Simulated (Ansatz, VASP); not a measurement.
Given: the input of a run of Ansatz 0.2.0 on CoNiO2.

File input.yaml:

```yaml
crystal:
  lattice:
    - [3.014333, 0.0, 0.0]
    - [0.0, 3.014333, 0.0]
    - [0.0, 0.0, 4.222285]
  atoms:
    - { symbol: Ni, position: [0.0, 0.0, 0.0], spin: 0.7333333333 }
    - { symbol: Co, position: [0.5, 0.5, 0.5], spin: 1.4666666667 }
    - { symbol: O, position: [0.0, 0.0, 0.5] }
    - { symbol: O, position: [0.5, 0.5, 0.0] }
hamiltonian:
  xc: pbesol
  pseudopotentials: { kind: paw }
magnetization:
  spin_polarized: true
  initial_magnetization: 2.2
  spin_locking: { lock_magnetization: hard }
kpoints:
  mp_grid: { grid: [7, 7, 5] }
scf:
  occupations: { method: fermi_dirac, width: 0.05 }
  lower_state_search: "off"
output:
  forces: true
  stress: true
  eigenvalues: true
```

Potentials or basis: Ansatz PAW.

Run with:

```bash
$ ansatz run input.yaml --threads 2 --pin off --max-ram 5632MiB --backend cpu --events-out ev --progress --plain --runs-dir out
```

Task: Translate it to VASP 6.6.1. Potentials there: VASP PAW PBE potentials, release 64 (Ni, Co, O).

Result: As run (the cutoff follows the program's own potentials):

The input INCAR:

```
SYSTEM = CoNiO2
PREC     = Accurate       ! precision mode
ENCUT    = 520            ! plane-wave cutoff, eV
EDIFF    = 1E-6           ! SCF threshold, eV
ISMEAR   = -1             ! smearing method
SIGMA    = 0.05           ! smearing width, eV
LREAL    = .FALSE.        ! projectors in reciprocal space
LASPH    = .TRUE.         ! aspherical terms in the spheres
NELM     = 150            ! most SCF steps
ALGO     = Normal         ! electronic algorithm
ISIF     = 2              ! what is computed and relaxed
LWAVE    = .FALSE.        ! write WAVECAR
LCHARG   = .FALSE.        ! write CHGCAR
ISPIN    = 2              ! spin polarisation
MAGMOM   = 0.733333 1.46667 0 0 ! initial moments
LORBIT   = 11             ! projections on sites
NUPDOWN  = 2.2            ! fixed moment
LMAXMIX  = 4              ! l up to which the mixer works
GGA      = PS             ! functional
NBANDS   = 28             ! bands
```

Contents of KPOINTS:

```
regular mesh
0
G
  7 7 5
  0 0 0
```

POSCAR

```
CoNiO2
1.0
    3.0143330000      0.0000000000      0.0000000000
    0.0000000000      3.0143330000      0.0000000000
    0.0000000000      0.0000000000      4.2222850000
Ni Co O
1 1 2
Direct
    0.0000000000      0.0000000000      0.0000000000
    0.5000000000      0.5000000000      0.5000000000
    0.0000000000      0.0000000000      0.5000000000
    0.5000000000      0.5000000000      0.0000000000
```

Potentials or basis: VASP PAW PBE potentials, release 64 (Ni, Co, O).

Command:

```console
$ cat potpaw_PBE.64/Ni/POTCAR potpaw_PBE.64/Co/POTCAR potpaw_PBE.64/O/POTCAR > POTCAR
$ mpirun -np 1 vasp_std > vasp.out
```

Both were run:

|  | VASP | Ansatz | Ansatz less VASP |
| --- | --- | --- | --- |
| pressure (GPa) | -15.5 | -14.8 | +0.72 |
| traceless stress, the component that is largest in VASP (GPa) | 1.09 | 1.39 | +0.303 |
| net moment per atom (μB) | 0.55 | 0.55 | 0.000 |
| size of the moment on the site where the two differ most (μB) | 0.46 | 0.51 | +0.054 |

VASP's potentials were made for PBE, not for PBEsol. Site moments also hang on the region over which each program counts them. With one functional, cell and mesh, what is left measures potentials, basis and numerics. VASP's potentials hold 31 valence electrons a cell and Ansatz's 47, so a difference there can come from the potentials and not from the codes.
